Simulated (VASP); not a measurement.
Here is a VASP 6.6.1 calculation.

The input INCAR:

```
ALGO     = Fast           # electronic algorithm
EDIFF    = 1E-7           # SCF threshold, eV
ENCUT    = 520            # plane-wave cutoff, eV
ISIF     = 2              # what is computed and relaxed
ISMEAR   = 0              # smearing method
LASPH    = T              # aspherical terms in the spheres
LCHARG   = F              # write CHGCAR
LREAL    = F              # projectors in reciprocal space
LWAVE    = F              # write WAVECAR
NBANDS   = 14             # bands
NELM     = 80             # most SCF steps
PREC     = Accurate       # precision mode
SIGMA    = 0.15           # smearing width, eV
```

Contents of KPOINTS:

```
k-points
0
Gamma
  22 22 22
```

POSCAR

```
Rh
1.0
    0.0000000000      1.9966275000      1.9490887500
    1.9966275000      0.0000000000      1.9490887500
    1.9966275000      1.9966275000      0.0000000000
Rh
1
Direct
    0.0000000000      0.0000000000      0.0000000000
```

Potentials or basis: VASP PAW LDA potentials, release 64 (Rh_pv).

Command:

```console
$ cat potpaw_LDA.64/Rh_pv/POTCAR > POTCAR
$ mpirun -np 1 vasp_std > vasp.out
```

(1) What does it give for the pressure?

Answers

(1) -33.1 GPa.

Caveat: the cell differs from its parent crystal (strain +0.050 along x and y, +0.025 along z).
